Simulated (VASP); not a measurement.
# Be (I4_1/amd) in VASP: further runs, part 2 of 2

VASP 6.6.1. The steps go on from the part before.

### Step 4. Single point, PBE (3.76 Å³/atom)

This run uses another cell than the first one, of 3.76 Å³/atom.

INCAR reads:

```
PREC     = Accurate       # precision mode
ENCUT    = 520            # plane-wave cutoff, eV
EDIFF    = 1E-7           # SCF threshold, eV
ISMEAR   = -1             # smearing method
SIGMA    = 0.08           # smearing width, eV
LREAL    = F              # projectors in reciprocal space
LASPH    = T              # aspherical terms in the spheres
NELM     = 60             # most SCF steps
ALGO     = Normal         # electronic algorithm
ISIF     = 2              # what is computed and relaxed
LWAVE    = F              # write WAVECAR
LCHARG   = F              # write CHGCAR
GGA      = PE             # functional
NBANDS   = 9              # bands
```

KPOINTS reads:

```
regular mesh
0
Gamma
  20 20 20
```

POSCAR reads:

```
Be
1.0
   -1.5061608674      1.5061608674      0.8282014875
    1.5061608674     -1.5061608674      0.8282014875
    1.5061608674      1.5061608674     -0.8282014875
Be
2
Direct
   -0.3750000000     -0.1250000000     -0.2500000000
    0.3750000000      0.1250000000      0.2500000000
```

Potentials or basis: VASP PAW PBE potentials, release 64 (Be).

Run with:

```bash
> cat potpaw_PBE.64/Be/POTCAR > POTCAR
> mpirun -np 1 vasp_std > vasp.out
```

OUTCAR:

```text
PREC = Accurate
   ENCUT = 520
   EDIFF = 1E-7
   ISMEAR = -1
   LREAL = F
   LASPH = T
   NELM = 60
   ISIF = 2
   GGA = PE

 ion  position               nearest neighbor table
   1  0.625  0.875  0.750-   2 1.56   2 1.56   2 1.56   2 1.56   2 1.95   2 1.95   2 1.95   2 1.95

   2  0.375  0.125  0.250-   1 1.56   1 1.56   1 1.56   1 1.56   1 1.95   1 1.95   1 1.95   1 1.95

  LATTYP: Found a body centered tetragonal cell.
 ALAT       =     3.0123217348
 C/A-ratio  =     0.5498758502

  Lattice vectors:

 A1 = (  -1.5061608674,   1.5061608674,   0.8282014875)
 A2 = (   1.5061608674,  -1.5061608674,   0.8282014875)
 A3 = (   1.5061608674,   1.5061608674,  -0.8282014875)

Analysis of symmetry for initial positions (statically):
=====================================================================
 Subroutine PRICEL returns:
 Original cell was already a primitive cell.

 Routine SETGRP: Setting up the symmetry group for a
 body centered tetragonal supercell.

 Subroutine GETGRP returns: Found 16 space group operations
 (whereof  4 operations were pure point group operations)
[... 172 lines left out ...]

 k-point     1 :       0.0000    0.0000    0.0000
  band No.  band energies     occupation
      1      -0.1986      2.00000
      2      17.6976      0.00000
      3      17.6976      0.00000
      4      25.8949      0.00000
      5      37.7464      0.00000
      6      45.6144      0.00000
      7      45.6144      0.00000
      8      46.9492      0.00000
      9      47.1887      0.00000
[... 265 lines left out ...]
 k-point    24 :      -0.3500    0.0500    0.0000
  band No.  band energies     occupation
      1       3.2505      2.00000
      2      15.8761      1.99984
      3      19.4990      0.00000
      4      24.5900      0.00000
      5      31.3181      0.00000
      6      33.8324      0.00000
      7      38.8176      0.00000
      8      41.9054      0.00000
      9      47.3709      0.00000

 [... further k-points ...]

------------------------ aborting loop because EDIFF is reached ----------------------------------------

  FORCE on cell =-STRESS in cart. coord.  units (eV):
  Direction    XX          YY          ZZ          XY          YZ          ZX
  --------------------------------------------------------------------------------------
  -------------------------------------------------------------------------------------
  Total       16.0310955     16.0310955     15.9996331      0.0000000      0.0000000      0.0000000
  in kB     3417.7088865   3417.7088865   3411.0013243      0.0000000      0.0000000      0.0000000
  external PRESSURE =    3415.4730325 kB  Pullay stress =       0.0000000 kB

 VOLUME and BASIS-vectors are now :
 -----------------------------------------------------------------------------
  energy-cutoff  :      520.00
  volume of cell :        7.52
      direct lattice vectors                 reciprocal lattice vectors
    -1.506160867  1.506160867  0.828201487     0.000000000  0.331969852  0.603717824
     1.506160867 -1.506160867  0.828201487     0.331969852  0.000000000  0.603717824
     1.506160867  1.506160867 -0.828201487     0.331969852  0.331969852  0.000000000

 POSITION                                       TOTAL-FORCE (eV/Angst)
 -----------------------------------------------------------------------------------
      1.50616      0.75308      0.62115        -0.000000     -0.000000      0.000000
      0.00000      0.75308      0.20705         0.000000      0.000000     -0.000000
 -----------------------------------------------------------------------------------
    total drift:                               -0.000000     -0.000000     -0.000000

  FREE ENERGIE OF THE ION-ELECTRON SYSTEM (eV)
  ---------------------------------------------------
  free  energy   TOTEN  =        -0.0288998966 eV

  energy  without entropy=       -0.0255508573  energy(sigma->0) =       -0.02722538
```

OSZICAR:

```text
N       E                     dE             d eps       ncg     rms          rms(c)
DAV:   1     0.709351898053E+01    0.70935E+01   -0.20808E+03 11948   0.404E+02
DAV:   2    -0.376762710268E+00   -0.74703E+01   -0.71471E+01 15750   0.738E+01
DAV:   3    -0.419585158608E+00   -0.42822E-01   -0.42692E-01 13770   0.423E+00
DAV:   4    -0.419612523263E+00   -0.27365E-04   -0.27365E-04 14253   0.103E-01
DAV:   5    -0.419612535235E+00   -0.11972E-07   -0.10238E-07 13714   0.179E-03    0.259E+00
DAV:   6    -0.106262186237E+00    0.31335E+00   -0.86248E-02 12438   0.366E+00    0.171E+00
DAV:   7    -0.334959136857E-01    0.72766E-01   -0.56582E-02 12246   0.309E+00    0.259E-01
DAV:   8    -0.289420023433E-01    0.45539E-02   -0.11609E-03 12374   0.436E-01    0.574E-02
DAV:   9    -0.289022247385E-01    0.39778E-04   -0.35782E-05 16169   0.486E-02    0.107E-02
DAV:  10    -0.289012556858E-01    0.96905E-06   -0.96128E-08 12435   0.232E-03    0.593E-03
DAV:  11    -0.288999174130E-01    0.13383E-05   -0.19155E-07 14356   0.350E-03    0.185E-04
DAV:  12    -0.288998965691E-01    0.20844E-07   -0.26400E-10  6453   0.135E-04
   1 F= -.28899897E-01 E0= -.27225377E-01  d E =-.334904E-02
```

Run time: 19 s. Hardware: 1 thread of AMD EPYC 9R45 (Zen 5), shared host; peak memory 0.12 GiB.

Results:

- Free energy: -0.0289 eV
- Pressure: 341.5 GPa
- Band gap on the k mesh: zero (bands 2 and 3 overlap by 10.45 eV)

Stress tensor (GPa, compression positive):
```
341.77   0.00   0.00
  0.00 341.77   0.00
  0.00   0.00 341.10
```

Levels at points of the mesh, in eV from the Fermi level:
| k point | band 1 | band 2 | band 3 | band 4 | band 5 |
| --- | --- | --- | --- | --- | --- |
| (0.00, 0.00, 0.00) | -16.83 | 1.07 | 1.07 | 9.27 | 21.12 |
| (0.50, 0.00, 0.00) | -9.71 | -2.37 | 3.13 | 5.71 | 8.82 |
| (0.50, 0.50, 0.00) | -12.38 | -12.38 | 9.05 | 9.05 | 21.10 |
| (0.50, 0.50, 0.50) | -11.66 | -11.66 | 1.47 | 1.47 | 24.42 |

Caveat: the cell stands under pressure.

### Step 5. Single point, PBE (5.64 Å³/atom)

This run uses another cell than the first one, of 5.64 Å³/atom.

INCAR reads:

```
  PREC = Accurate
  ENCUT = 520
  EDIFF = 1E-6
  ISMEAR = -1
  SIGMA = 0.08
  LREAL = False
  LASPH = True
  NELM = 80
  ALGO = Normal
  ISIF = 2
  LWAVE = False
  LCHARG = False
  GGA = PE
  NBANDS = 9
```

KPOINTS is that of step 4.

POSCAR reads:

```
Be
1.0
   -1.7385494366      1.7385494366      0.9323863254
    1.7385494366     -1.7385494366      0.9323863254
    1.7385494366      1.7385494366     -0.9323863254
Be
2
Direct
   -0.3750000000     -0.1250000000     -0.2500000000
    0.3750000000      0.1250000000      0.2500000000
```

Potentials or basis: VASP PAW PBE potentials, release 64 (Be).

Run with:

```bash
> cat potpaw_PBE.64/Be/POTCAR > POTCAR
> mpirun -np 1 vasp_std > vasp.out
```

OUTCAR:

```text
PREC = Accurate
   ENCUT = 520
   EDIFF = 1E-6
   ISMEAR = -1
   LREAL = False
   LASPH = True
   NELM = 80
   ISIF = 2
   GGA = PE

 ion  position               nearest neighbor table
   1  0.625  0.875  0.750-   2 1.80   2 1.80   2 1.80   2 1.80   2 2.23   2 2.23   2 2.23   2 2.23

   2  0.375  0.125  0.250-   1 1.80   1 1.80   1 1.80   1 1.80   1 2.23   1 2.23   1 2.23   1 2.23

  LATTYP: Found a body centered tetragonal cell.
 ALAT       =     3.4770988732
 C/A-ratio  =     0.5363013014

  Lattice vectors:

 A1 = (  -1.7385494366,   1.7385494366,   0.9323863254)
 A2 = (   1.7385494366,  -1.7385494366,   0.9323863254)
 A3 = (   1.7385494366,   1.7385494366,  -0.9323863254)

Analysis of symmetry for initial positions (statically):
=====================================================================
 Subroutine PRICEL returns:
 Original cell was already a primitive cell.

 Routine SETGRP: Setting up the symmetry group for a
 body centered tetragonal supercell.

 Subroutine GETGRP returns: Found 16 space group operations
 (whereof  4 operations were pure point group operations)
 out of a pool of 16 trial point group operations.

The static configuration has the point symmetry C_2h.
 The point group associated with its full space group is D_4h.

Analysis of symmetry for dynamics (positions and initial velocities):
=====================================================================
 Subroutine PRICEL returns:
 Original cell was already a primitive cell.

 Routine SETGRP: Setting up the symmetry group for a
 body centered tetragonal supercell.

 Subroutine GETGRP returns: Found 16 space group operations
 (whereof  4 operations were pure point group operations)
 out of a pool of 16 trial point group operations.

The dynamic configuration has the point symmetry C_2h.
 The point group associated with its full space group is D_4h.

[... 120 lines left out ...]
  Fermi-wavevector in a.u.,A,eV,Ry     =   1.159004  2.190199 18.276565  1.343290
  Thomas-Fermi vector in A             =   2.295601
   LORBIT       =      0    0 simple, 1 ext, 2 COOP (PROOUT), +10 PAW based schemes
   GGA     = PE    functional components
   LHFCALC =     F    Hartree Fock is set to
   AEXX    =    0.0000 exact exchange contribution
   IVDW    =     0    specifies the selected vdW correction
   LEPSILON=     F    determine dielectric tensor
   LRPA    =     F    only Hartree local field effects (RPA)
 non-spin polarized calculation
  energy-cutoff  :      520.00
  volume of cell :       11.27
 maximum number of plane-waves:       321
   NGX =  9   NGY =  9   NGZ =  9

 number of electron       4.0000000 magnetization

 Free energy of the ion-electron system (eV)
  ---------------------------------------------------
  ext. energy  EPLUGINS =         0.00000000
  ---------------------------------------------------
  free energy    TOTEN  =        -4.49725836 eV

  energy without entropy =       -4.48730637  energy(sigma->0) =       -4.49228237

 E-fermi :  10.9450     XC(G=0): -11.7768

 val. band max:       10.9443829466   @ k =   0.2500   0.1500   0.0500
 cond. band min:      10.9493712605   @ k =  -0.2500   0.5000   0.2000
 fundamental gap:      0.0049883139
 Fermi energy:        10.9449519770

 k-point     1 :       0.0000    0.0000    0.0000
  band No.  band energies     occupation
      1      -3.0261      2.00000
      2      11.8376      0.00003
      3      11.8376      0.00003
      4      18.9450      0.00000
      5      25.3500      0.00000
      6      32.3309      0.00000
      7      32.3309      0.00000
      8      34.4902      0.00000
      9      34.6877      0.00000
[... 265 lines left out ...]
 k-point    24 :      -0.3500    0.0500    0.0000
  band No.  band energies     occupation
      1       0.4744      2.00000
      2      10.8468      1.54667
      3      13.2773      0.00000
      4      17.2306      0.00000
      5      22.2735      0.00000
      6      25.0896      0.00000
      7      27.6744      0.00000
      8      30.7894      0.00000
      9      34.6234      0.00000

 [... further k-points ...]

------------------------ aborting loop because EDIFF is reached ----------------------------------------

  FORCE on cell =-STRESS in cart. coord.  units (eV):
  Direction    XX          YY          ZZ          XY          YZ          ZX
  --------------------------------------------------------------------------------------
  -------------------------------------------------------------------------------------
  Total        6.8557816      6.8557816      6.8727131      0.0000000      0.0000000      0.0000000
  in kB      974.4006912    974.4006912    976.8071298      0.0000000      0.0000000      0.0000000
  external PRESSURE =     975.2028374 kB  Pullay stress =       0.0000000 kB

 VOLUME and BASIS-vectors are now :
 -----------------------------------------------------------------------------
  energy-cutoff  :      520.00
  volume of cell :       11.27
      direct lattice vectors                 reciprocal lattice vectors
    -1.738549437  1.738549437  0.932386325     0.000000000  0.287596078  0.536258401
     1.738549437 -1.738549437  0.932386325     0.287596078  0.000000000  0.536258401
     1.738549437  1.738549437 -0.932386325     0.287596078  0.287596078  0.000000000

 POSITION                                       TOTAL-FORCE (eV/Angst)
 -----------------------------------------------------------------------------------
      1.73855      0.86927      0.69929         0.000000     -0.000000      0.000000
     -0.00000      0.86927      0.23310        -0.000000      0.000000     -0.000000
 -----------------------------------------------------------------------------------
    total drift:                               -0.000000     -0.000000      0.000000

  FREE ENERGIE OF THE ION-ELECTRON SYSTEM (eV)
  ---------------------------------------------------
  free  energy   TOTEN  =        -4.4972583605 eV

  energy  without entropy=       -4.4873063748  energy(sigma->0) =       -4.49228237
```

It took 20 s on 1 thread of AMD EPYC 9R45 (Zen 5), shared host; peak memory 0.13 GiB.

Results:

```
Free energy            : -4.4973 eV
Pressure               : 97.5 GPa
Band gap on the k mesh : zero (bands 2 and 3 overlap by 7.49 eV)
```

Levels at points of the mesh, in eV from the Fermi level:
```
           k point  band 1  band 2  band 3  band 4  band 5  band 6  band 7
(0.00, 0.00, 0.00)  -13.97    0.89    0.89    8.00   14.41   21.39   21.39
(0.50, 0.00, 0.00)   -6.63   -1.77    3.02    4.02    7.85    9.79   18.60
(0.50, 0.50, 0.00)   -9.83   -9.83    6.84    6.84   15.41   15.41   21.82
(0.50, 0.50, 0.50)   -8.26   -8.26   -0.51   -0.51   19.59   19.59   27.84
```

Caveat: the cell stands under pressure.

### Step 6. Summary

```csv
task,cell,cutoff (eV),gap on the mesh (eV),pressure (GPa)
relaxation of cell and atoms,"relaxed from a = 2.958 Å, angles 97.5, 97.5, 137.5°, 2 atoms",600,none,0.0
single point,"a = 2.285 Å, angles 97.5, 97.5, 137.5°, 2 atoms",520,none,341.5
single point,"a = 2.630 Å, angles 97.2, 97.2, 138.5°, 2 atoms",520,none,97.5
```

Alike in all rows: level PBE; potentials or basis VASP PAW PBE potentials, release 64 (Be); no spin polarisation; k mesh 20 × 20 × 20; smearing fermi-dirac 0.08 eV.

Caveats: the cell stands under pressure (at least some runs); the volume moved by over 15 % at a fixed basis, so the end points are rough (at least some runs).

Absolute energies hang on the potentials; compare differences alone.

The gap in the log of VASP goes by the Fermi energy; the results here count the filled bands.